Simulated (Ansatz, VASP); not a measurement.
# GaSb in VASP and in Ansatz

POSCAR

```
GaSb
1.0
    0.0000000000      3.1203323018      3.1203323018
    3.1203323018      0.0000000000      3.1203323018
    3.1203323018      3.1203323018      0.0000000000
Ga Sb
1 1
Direct
    0.0000000000      0.0000000000      0.0000000000
    0.2500000000      0.2500000000      0.2500000000
```

INCAR.step1

```
SYSTEM = GaSb
PREC = Accurate ; ENCUT = 520
EDIFF = 1E-5 ; ISMEAR = -1
SIGMA = 0.1 ; LREAL = .FALSE.
LASPH = .TRUE. ; NELM = 80
ALGO = Normal ; ISIF = 2
LWAVE = .TRUE. ; NBANDS = 16
GGA = PE
```

Contents of INCAR.step2:

```
SYSTEM = GaSb
PREC = Accurate ; ENCUT = 520
EDIFF = 1E-6 ; ISMEAR = -1
SIGMA = 0.1 ; LREAL = .FALSE.
LASPH = .TRUE. ; NELM = 80
ALGO = Normal ; ISIF = 2
LWAVE = .FALSE. ; LCHARG = .TRUE.
GGA = PE ; LHFCALC = .TRUE.
HFSCREEN = 0.2079 ; PRECFOCK = Normal
LELF = .TRUE. ; LVHAR = .TRUE.
NBANDS = 16 ; ISTART = 1
```

The input KPOINTS:

```
Automatic mesh
0
G
  4 4 4
  0 0 0
```

Input for Ansatz:

```yaml
crystal:
  lattice:
    - [0.0, 3.120332301816, 3.120332301816]
    - [3.120332301816, 0.0, 3.120332301816]
    - [3.120332301816, 3.120332301816, 0.0]
  atoms:
    - { symbol: Ga, position: [0.0, 0.0, 0.0] }
    - { symbol: Sb, position: [0.25, 0.25, 0.25] }
kpoints:
  mp_grid: { grid: [4, 4, 4] }
hamiltonian:
  xc: hse06
  pseudopotentials: { kind: paw }
scf:
  occupations: { method: fermi_dirac, width: 0.1 }
  convergence: { dr2_threshold: "1e-10 eV" }
  exx: { energy_threshold: "2e-8 eV", singularity: regularized }
output:
  forces: true
  stress: true
  eigenvalues: true
```

Alike in both runs: task single point; functional HSE06; k mesh 4 × 4 × 4; occupations fermi-dirac, width 0.1 eV; no spin polarisation.

|  | VASP | Ansatz |
| --- | --- | --- |
| version | VASP 6.6.1 | Ansatz 0.2.0 development build |
| potentials or method | VASP PAW PBE potentials, release 64 (Ga_d, Sb) | plane waves, PAW datasets (generated soft set 1) |
| plane-wave cutoff (eV) | 520 | 420 |
| valence electrons in the cell | 18 | 28 |

|  | VASP | Ansatz | Ansatz less VASP |
| --- | --- | --- | --- |
| gap on the k mesh at the Fermi level (eV) | 0.40 | 0.39 | -0.014 |

The functional is the same, so the differences come from potentials, cutoffs and numerics. VASP's potentials hold 18 valence electrons a cell and Ansatz's 28, so a difference there can come from the potentials and not from the codes.

The k mesh is coarse, so the values compare programs but aren't converged. Neither program's run includes spin-orbit coupling.
